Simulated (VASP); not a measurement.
Write the native input for VASP 6.6.1 that does the following.

```
Task                   : single point
Functional             : LDA
Potentials or basis    : VASP PAW LDA potentials, release 64 (Al)
Cutoff                 : 520 eV
k mesh                 : 12 × 12 × 6
Occupations            : fermi-dirac, width 0.1 eV
Spin                   : no spin polarisation
Dipole correction      : no
Further INCAR settings : ALGO = Normal; EDIFF = 1e-07; NBANDS = 10
```

The structure of Al lies in POSCAR:

```
Al
1.0
    2.7840444212      0.0000000000      0.0000000000
   -1.3920227056      2.4110537118      0.0000000000
    0.0000000000      0.0000000000      4.8176865377
Al
2
Direct
    0.6666666667      0.3333333333      0.7500000000
    0.3333333333      0.6666666667      0.2500000000
```

The input as run:

INCAR

```
ALGO = Normal
EDIFF = 1E-7
ENCUT = 520
GGA = CA
ISIF = 2
ISMEAR = -1
LASPH = T
LCHARG = F
LREAL = F
LWAVE = F
NBANDS = 10
NELM = 80
PREC = Accurate
SIGMA = 0.1
```

KPOINTS

```
k-points
0
Gamma
  12 12 6
```

Potentials or basis: VASP PAW LDA potentials, release 64 (Al).

Run with:

```bash
$ cat potpaw_LDA.64/Al/POTCAR > POTCAR
$ mpirun -np 1 vasp_std > vasp.out
```

Results of the run:

The pressure is -1.0 GPa and the band gap on the k mesh is zero (band 3 reaches 11.72 eV, above the bottom of band 4 at 4.88 eV).

It took 7 s on 1 thread of Intel Xeon 6975P-C, on a shared host, peak memory 0.14 GiB.
